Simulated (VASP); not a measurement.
# As (Pm-3m) in VASP: further runs

The runs below take As through single point, with PBE.

Everything below comes from runs of VASP 6.6.1. Logs are shortened: lines on timing, memory, paths and dates and some standing lists are left out, and cuts for length are marked.

**1. The cell of the first run**

Symmetry: Pm-3m, No. 221, cubic system. The conventional cell has a = 2.648 Å, b = 2.648 Å, c = 2.648 Å, α = 90.00°, β = 90.00°, γ = 90.00°. Within 3.5 Å of As (site symmetry m-3m) lie 6 As at 2.65 Å.

**2. Single point, PBE**

The input, INCAR:

```
ALGO = Normal
EDIFF = 1E-6
ENCUT = 500
GGA = PE
GGA_COMPAT = False
ISIF = 2
ISMEAR = -1
LASPH = True
LCHARG = False
LREAL = False
LWAVE = False
NBANDS = 8
NELM = 120
PREC = Accurate
SIGMA = 0.02
```

The input, KPOINTS:

```
k-points
0
Gamma
  15 15 15
```

The input, POSCAR:

```
As
1.0
    2.6484890792      0.0000000000      0.0000000000
    0.0000000000      2.6484890792      0.0000000000
    0.0000000000      0.0000000000      2.6484890792
As
1
Direct
    0.5000000000      0.5000000000      0.5000000000
```

Potentials or basis: VASP PAW PBE potentials, release 64 (As).

Started as:

```
> cat potpaw_PBE.64/As/POTCAR > POTCAR
> mpirun -np 1 vasp_std > vasp.out
```

OUTCAR:

```text
EDIFF = 1E-6
   ENCUT = 500
   GGA = PE
   ISIF = 2
   ISMEAR = -1
   LASPH = True
   LREAL = False
   NELM = 120
   PREC = Accurate

 ion  position               nearest neighbor table
   1  0.500  0.500  0.500-

  LATTYP: Found a simple cubic cell.
 ALAT       =     2.6484890792

  Lattice vectors:

 A1 = (   2.6484890792,   0.0000000000,   0.0000000000)
 A2 = (   0.0000000000,   2.6484890792,   0.0000000000)
 A3 = (   0.0000000000,   0.0000000000,   2.6484890792)

Analysis of symmetry for initial positions (statically):
=====================================================================
 Subroutine PRICEL returns:
 Original cell was already a primitive cell.

 Routine SETGRP: Setting up the symmetry group for a
 simple cubic supercell.

 Subroutine GETGRP returns: Found 48 space group operations
 (whereof 48 operations were pure point group operations)
 out of a pool of 48 trial point group operations.

The static configuration has the point symmetry O_h .

Analysis of symmetry for dynamics (positions and initial velocities):
=====================================================================
 Subroutine PRICEL returns:
 Original cell was already a primitive cell.

 Routine SETGRP: Setting up the symmetry group for a
 simple cubic supercell.

 Subroutine GETGRP returns: Found 48 space group operations
 (whereof 48 operations were pure point group operations)
 out of a pool of 48 trial point group operations.

The dynamic configuration has the point symmetry O_h .

 Subroutine INISYM returns: Found 48 space group operations
 (whereof 48 operations are pure point group operations),
 and found     1 'primitive' translations

----------------------------------------------------------------------------------------

                                     Primitive cell

  volume of cell :      18.5778

  direct lattice vectors                    reciprocal lattice vectors
     2.648489079  0.000000000  0.000000000     0.377573768  0.000000000  0.000000000
     0.000000000  2.648489079  0.000000000     0.000000000  0.377573768  0.000000000
     0.000000000  0.000000000  2.648489079     0.000000000  0.000000000  0.377573768

  length of vectors
     2.648489079  2.648489079  2.648489079     0.377573768  0.377573768  0.377573768

  position of ions in fractional coordinates (direct lattice)
     0.500000000  0.500000000  0.500000000

  ion indices of the primitive-cell ions
   primitive index   ion index
                 1           1

----------------------------------------------------------------------------------------

 KPOINTS: k-points

Automatic generation of k-mesh.
 Grid dimensions read from file:
 generate k-points for:   15   15   15

 Generating k-lattice:

  Cartesian coordinates                     Fractional coordinates (reciprocal lattice)
     0.025171585  0.000000000  0.000000000     0.066666667  0.000000000  0.000000000
     0.000000000  0.025171585  0.000000000     0.000000000  0.066666667  0.000000000
     0.000000000  0.000000000  0.025171585     0.000000000  0.000000000  0.066666667

  Length of vectors
     0.025171585  0.025171585  0.025171585

  Shift w.r.t. Gamma in fractional coordinates (k-lattice)
     0.000000000  0.000000000  0.000000000

 Subroutine IBZKPT returns following result:
 ===========================================

 Found    120 irreducible k-points:

 Following reciprocal coordinates:
            Coordinates               Weight
  0.000000  0.000000  0.000000      1.000000
  0.066667  0.000000  0.000000      6.000000
  0.133333  0.000000  0.000000      6.000000
  0.200000  0.000000  0.000000      6.000000
  0.266667  0.000000  0.000000      6.000000
  0.333333  0.000000  0.000000      6.000000
[... 16 lines left out ...]
  0.266667  0.200000  0.000000     24.000000
  0.333333  0.200000  0.000000     24.000000
 [... further k-points ...]
   k-points           NKPTS =    120   k-points in BZ     NKDIM =    120   number of bands    NBANDS=      8
   number of dos      NEDOS =    301   number of ions     NIONS =      1
   total plane-waves  NPLWV =   8000
   dimension x,y,z NGX =    20 NGY =   20 NGZ =   20
   dimension x,y,z NGXF=    40 NGYF=   40 NGZF=   40
   ions per type =               1
   NGX,Y,Z   is equivalent  to a cutoff of  12.55, 12.55, 12.55 a.u.
   NGXF,Y,Z  is equivalent  to a cutoff of  25.11, 25.11, 25.11 a.u.
 SYSTEM =  unknown system
   PREC   = accura    normal or accurate (medium, high low for compatibility)
   ISTART =      0    job   : 0-new  1-cont  2-samecut
   ICHARG =      2    charge: 1-file 2-atom 10-const
   ISPIN  =      1    spin polarized calculation?
   LNONCOLLINEAR =      F non collinear calculations
   LSORBIT =      F    spin-orbit coupling
   LASPH  =      T    aspherical Exc in radial PAW
   ENCUT  =  500.0 eV  36.75 Ry    6.06 a.u.   4.83  4.83  4.83*2*pi/ulx,y,z
   NELM   =    120;   NELMIN=  2; NELMDL= -5     # of ELM steps
   EDIFF  = 0.1E-05   stopping-criterion for ELM
   LREAL  =      F    real-space projection
   EDIFFG = 0.1E-04   stopping-criterion for IOM
   NSW    =      0    number of steps for IOM
   IBRION =     -1    ionic relax: 0-MD 1-quasi-New 2-CG
   NFREE  =      0    steps in history (QN), initial steepest desc. (CG)
   ISIF   =      2    stress and relaxation
   ISYM   =      2    0-nonsym 1-usesym 2-fastsym
   POTIM  = 0.5000    time-step for ionic-motion
   TEBEG  =    0.0;   TEEND  =   0.0 temperature during run
   PSTRESS=    0.0 pullay stress
   NELECT =       5.0000    total number of electrons
   NUPDOWN=      -1.0000    fix difference up-down
   EMIN   =  10.00;   EMAX   =-10.00  energy-range for DOS
   EFERMI =   0.00;   METHOD = LEGACY
   ISMEAR =    -1;   SIGMA  =   0.02  broadening in eV -4-tet -1-fermi 0-gaus
   EFERMI_NEDOS =   21; number of points for ismear=-14 and -15
   IALGO  =     38    algorithm
   IMIX   =      4    mixing-type and parameters
     AMIX     =   0.40;   BMIX     =  1.00
     AMIX_MAG =   1.60;   BMIX_MAG =  1.00
  volume/ion in A,a.u.               =      18.58       125.37
  Fermi-wavevector in a.u.,A,eV,Ry     =   1.056980  1.997402 15.200512  1.117206
  Thomas-Fermi vector in A             =   2.192236
   LORBIT       =      0    0 simple, 1 ext, 2 COOP (PROOUT), +10 PAW based schemes
   GGA     = PE    functional components
   LHFCALC =     F    Hartree Fock is set to
   AEXX    =    0.0000 exact exchange contribution
   IVDW    =     0    specifies the selected vdW correction
   LEPSILON=     F    determine dielectric tensor
   LRPA    =     F    only Hartree local field effects (RPA)
 non-spin polarized calculation
  energy-cutoff  :      500.00
  volume of cell :       18.58
 maximum number of plane-waves:       487
 NGX is ok and might be reduce to    20
   NGX =  9   NGY =  9   NGZ =  9

 number of electron       5.0000000 magnetization

 Free energy of the ion-electron system (eV)
  ---------------------------------------------------
  ext. energy  EPLUGINS =         0.00000000
  ---------------------------------------------------
  free energy    TOTEN  =        -4.51007289 eV

  energy without entropy =       -4.50915557  energy(sigma->0) =       -4.50961423

 E-fermi :   6.7405     XC(G=0): -10.7075

 val. band max:        6.7184097362   @ k =   0.4000   0.2667   0.2000
 cond. band min:       6.7451300560   @ k =   0.4000   0.2667   0.2667
 fundamental gap:      0.0267203198
 Fermi energy:         6.7405157661

 k-point     1 :       0.0000    0.0000    0.0000
  band No.  band energies     occupation
      1      -8.8975      2.00000
      2      11.0625      0.00000
      3      11.0625      0.00000
      4      11.0625      0.00000
      5      15.2160      0.00000
      6      15.2160      0.00000
      7      17.7741      0.00000
      8      32.3880      0.00000

 k-point     2 :       0.0667    0.0000    0.0000
  band No.  band energies     occupation
      1      -8.8105      2.00000
      2       9.8739      0.00000
      3      11.1407      0.00000
      4      11.1407      0.00000
      5      15.2925      0.00000
      6      16.1164      0.00000
      7      18.2855      0.00000
      8      30.9952      0.00000

 k-point     3 :       0.1333    0.0000    0.0000
  band No.  band energies     occupation
      1      -8.5510      2.00000
      2       7.7635      0.00000
      3      11.3711      0.00000
      4      11.3711      0.00000
      5      15.5200      0.00000
      6      17.0042      0.00000
      7      20.1604      0.00000
      8      28.9194      0.00000

 k-point     4 :       0.2000    0.0000    0.0000
  band No.  band energies     occupation
      1      -8.1249      2.00000
      2       5.6023      2.00000
      3      11.7392      0.00000
      4      11.7392      0.00000
      5      15.8910      0.00000
      6      17.5905      0.00000
      7      22.7207      0.00000
      8      26.9268      0.00000

 k-point     5 :       0.2667    0.0000    0.0000
  band No.  band energies     occupation
      1      -7.5457      2.00000
      2       3.5750      2.00000
      3      12.2157      0.00000
      4      12.2157      0.00000
      5      16.3886      0.00000
      6      18.2314      0.00000
      7      24.8848      0.00000
      8      25.1291      0.00000

 k-point     6 :       0.3333    0.0000    0.0000
  band No.  band energies     occupation
      1      -6.8459      2.00000
      2       1.7657      2.00000
      3      12.7468      0.00000
      4      12.7468      0.00000
      5      16.9755      0.00000
      6      19.0044      0.00000
      7      23.5999      0.00000
      8      23.5999      0.00000

 k-point     7 :       0.4000    0.0000    0.0000
  band No.  band energies     occupation
      1      -6.1091      2.00000
      2       0.2805      2.00000
      3      13.2386      0.00000
      4      13.2386      0.00000
      5      17.5668      0.00000
      6      19.9170      0.00000
      7      22.4402      0.00000
      8      22.4402      0.00000

 k-point     8 :       0.4667    0.0000    0.0000
  band No.  band energies     occupation
      1      -5.5562      2.00000
      2      -0.6491      2.00000
      3      13.5500      0.00000
      4      13.5500      0.00000
      5      17.9812      0.00000
      6      20.8934      0.00000
      7      21.7944      0.00000
      8      21.7944      0.00000

 k-point     9 :       0.0667    0.0667    0.0000
  band No.  band energies     occupation
      1      -8.7235      2.00000
      2       9.8173      0.00000
      3      10.1005      0.00000
      4      11.2190      0.00000
      5      15.7579      0.00000
      6      16.7772      0.00000
      7      18.6277      0.00000
      8      29.5918      0.00000

 k-point    10 :       0.1333    0.0667    0.0000
  band No.  band energies     occupation
      1      -8.4640      2.00000
      2       7.8355      0.00000
      3      10.2148      0.00000
      4      11.4493      0.00000
      5      16.0840      0.00000
      6      17.7832      0.00000
      7      20.2449      0.00000
      8      27.5210      0.00000
[... 78 lines left out ...]
 k-point    18 :       0.2667    0.1333    0.0000
  band No.  band energies     occupation
      1      -7.1991      2.00000
      2       3.8947      2.00000
      3       9.0283      0.00000
      4      12.5219      0.00000
      5      17.4958      0.00000
      6      20.0349      0.00000
      7      22.1875      0.00000
      8      25.4177      0.00000

 k-point    19 :       0.3333    0.1333    0.0000
  band No.  band energies     occupation
      1      -6.4989      2.00000
      2       2.0912      2.00000
      3       9.6176      0.00000
      4      13.0515      0.00000
      5      17.9917      0.00000
      6      19.0915      0.00000
      7      22.4009      0.00000
      8      23.8967      0.00000

 k-point    20 :       0.4000    0.1333    0.0000
  band No.  band energies     occupation
      1      -5.7613      2.00000
      2       0.6079      2.00000
      3      10.1933      0.00000
      4      13.5416      0.00000
      5      17.5584      0.00000
      6      19.1301      0.00000
      7      22.7425      0.00000
      8      22.7486      0.00000

 k-point    21 :       0.4667    0.1333    0.0000
  band No.  band energies     occupation
      1      -5.2071      2.00000
      2      -0.3217      2.00000
      3      10.5799      0.00000
      4      13.8517      0.00000
      5      16.9426      0.00000
      6      19.6365      0.00000
      7      22.0997      0.00000
      8      22.6847      0.00000

 k-point    22 :       0.2000    0.2000    0.0000
  band No.  band energies     occupation
      1      -7.3521      2.00000
      2       6.0011      2.00000
      3       6.6787      1.91305
      4      12.4128      0.00000
      5      17.3734      0.00000
      6      20.3162      0.00000
      7      23.1018      0.00000
      8      24.6052      0.00000

 k-point    23 :       0.2667    0.2000    0.0000
  band No.  band energies     occupation
      1      -6.7725      2.00000
      2       4.2682      2.00000
      3       6.9160      0.00031
      4      12.8866      0.00000
      5      17.5922      0.00000
      6      18.9946      0.00000
      7      24.1700      0.00000
      8      25.7580      0.00000

 k-point    24 :       0.3333    0.2000    0.0000
  band No.  band energies     occupation
      1      -6.0716      2.00000
      2       2.4827      2.00000
      3       7.5037      0.00000
      4      13.4140      0.00000
      5      16.6683      0.00000
      6      19.0385      0.00000
      7      24.2558      0.00000
      8      24.5048      0.00000

 [... further k-points ...]
[... 5 lines left out ...]
  --------------------------------------------------------------------------------------
  -------------------------------------------------------------------------------------
  Total        1.0169819      1.0169819      1.0169819     -0.0000000     -0.0000000     -0.0000000
  in kB       87.7059886     87.7059886     87.7059886     -0.0000000     -0.0000000     -0.0000000
  external PRESSURE =      87.7059886 kB  Pullay stress =       0.0000000 kB

 VOLUME and BASIS-vectors are now :
 -----------------------------------------------------------------------------
  energy-cutoff  :      500.00
  volume of cell :       18.58
      direct lattice vectors                 reciprocal lattice vectors
     2.648489079  0.000000000  0.000000000     0.377573768  0.000000000  0.000000000
     0.000000000  2.648489079  0.000000000     0.000000000  0.377573768  0.000000000
     0.000000000  0.000000000  2.648489079     0.000000000  0.000000000  0.377573768

 POSITION                                       TOTAL-FORCE (eV/Angst)
 -----------------------------------------------------------------------------------
      1.32424      1.32424      1.32424         0.000000      0.000000      0.000000
 -----------------------------------------------------------------------------------
    total drift:                                0.000000     -0.000000      0.000000

  FREE ENERGIE OF THE ION-ELECTRON SYSTEM (eV)
  ---------------------------------------------------
  free  energy   TOTEN  =        -4.5100728925 eV

  energy  without entropy=       -4.5091555678  energy(sigma->0) =       -4.50961423
```

Wall time 9.5 s (1 thread of AMD EPYC 7R43 (Zen 3), shared host); peak memory 0.1 GiB.

Results:

```yaml
Free_energy: -4.5101 eV
Pressure: 8.8 GPa
```

Levels at points of the mesh, in eV from the Fermi level:
| k point | band 1 | band 2 | band 3 | band 4 | band 5 | band 6 |
| --- | --- | --- | --- | --- | --- | --- |
| (0.00, 0.00, 0.00) | -15.64 | 4.32 | 4.32 | 4.32 | 8.48 | 8.48 |

**3. Single point, PBE**

This run uses another cell than the first one, of 19.76 Å³/atom, 1.064 times its volume.

INCAR is that of step 2.

KPOINTS is that of step 2.

The input, POSCAR:

```
As
1.0
    2.7036817444      0.0000000000      0.0000000000
    0.0000000000      2.7036817444      0.0000000000
    0.0000000000      0.0000000000      2.7036817444
As
1
Direct
    0.5000000000      0.5000000000      0.5000000000
```

Potentials or basis: VASP PAW PBE potentials, release 64 (As).

Started as:

```
> cat potpaw_PBE.64/As/POTCAR > POTCAR
> mpirun -np 1 vasp_std > vasp.out
```

Wall time 9.6 s (1 thread of AMD EPYC 7R43 (Zen 3), shared host); peak memory 0.1 GiB.

The run converged. Its results:

| Property | Result |
| --- | --- |
| Free energy | -4.5505 eV |
| Pressure | 2.6 GPa |

Levels at points of the mesh, in eV from the Fermi level:
| k point | band 1 | band 2 | band 3 | band 4 | band 5 |
| --- | --- | --- | --- | --- | --- |
| (0.00, 0.00, 0.00) | -15.04 | 4.10 | 4.10 | 4.10 | 8.44 |

[end of part 1 of 2]
